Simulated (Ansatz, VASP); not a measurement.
Two plane-wave programs on Ca4Au

```xyz
5
Lattice="4.6811 0.0000 0.0000 -2.3405 4.0539 0.0000 0.0000 0.0000 6.2049" Properties=species:S:1:pos:R:3 pbc="T T T"
Ca    0.0000    2.7026    4.6327
Ca    0.0000    2.7026    1.5722
Ca    2.3405    1.3513    1.5722
Ca    2.3405    1.3513    4.6327
Au    0.0000    0.0000    0.0000
```

Alike in both runs: task single point; functional PBE; k mesh 6 × 6 × 4; occupations gaussian, width 0.1 eV; no spin polarisation.

```csv
,VASP,Ansatz
version,VASP 6.6.1,Ansatz 0.2.0
potentials or method,"VASP PAW PBE potentials, release 64 (Ca_sv, Au), cutoff 520 eV","scalar-relativistic, plane waves, PAW"
valence electrons in the cell,51,59
```

Ansatz gave:

```
gap on the k mesh at the Fermi level (eV)                     : none
pressure (GPa)                                                : 14.1
traceless stress, the component that is largest in VASP (GPa) : -3.29
rms of the force components (eV/Å)                            : 0.334
```

**Question.** Which values does VASP return?

**Answer.** gap on the k mesh at the Fermi level (eV): none; pressure (GPa): 14.2; traceless stress, the component that is largest in VASP (GPa): -3.41; rms of the force components (eV/Å): 0.331.

Atom by atom the forces differ by 0.003 eV/Å (rms over components). A gap of «none» marks a metal or a gap that the smearing closes. VASP's potentials hold 51 valence electrons a cell and Ansatz's 59, so a difference there can come from the potentials and not from the codes.

Neither program's run includes spin-orbit coupling.
